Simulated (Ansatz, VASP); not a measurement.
## TiNb3O8 in VASP and in Ansatz

```xyz
12
Lattice="-4.8114 0.0340 2.9420 4.8114 -0.0340 2.9420 -0.0340 4.8114 -2.9420" Properties=species:S:1:pos:R:3 pbc="T T T"
Nb    0.0000    0.0000    0.0350
Nb    0.0000    0.0000    2.9070
Nb    2.3887    2.3887    1.4710
Ti   -2.4227    2.4227    1.4710
O     1.4270    1.4270   -0.0221
O     1.4270    1.4270    2.9641
O     0.9678    3.8096    1.4710
O     0.9828    3.7946   -1.4710
O     3.3504    3.3504   -0.0221
O    -1.4610    3.3844    0.0221
O    -1.0018    1.0018    4.4129
O    -1.0168    1.0168    1.4710
```

Alike in both runs: functional PBEsol; k mesh 8 × 8 × 8; occupations gaussian, width 0.1 eV; no spin polarisation.

Ansatz relaxed the structure, and its values are those at the end. VASP's run is a single point on that final structure, the one shown.

```csv
,VASP,Ansatz
version,VASP 6.6.1,Ansatz 0.2.0
potentials or method,"VASP PAW PBE potentials, release 64 (Nb_sv, Ti_sv, O), cutoff 520 eV","scalar-relativistic, plane waves, PAW"
valence electrons in the cell,99,99
```

VASP gave:

| Quantity | Value |
| --- | --- |
| gap on the k mesh at the Fermi level (eV) | none |
| pressure (GPa) | -0.2 |
| rms of the force components (eV/Å) | 0.021 |

**Question.** What did Ansatz give for the same quantities?

**Answer.** gap on the k mesh at the Fermi level (eV): none; pressure (GPa): 0.0; rms of the force components (eV/Å): 0.001.

VASP's potentials were made for PBE, not for PBEsol. A gap of «none» marks a metal or a gap that the smearing closes.
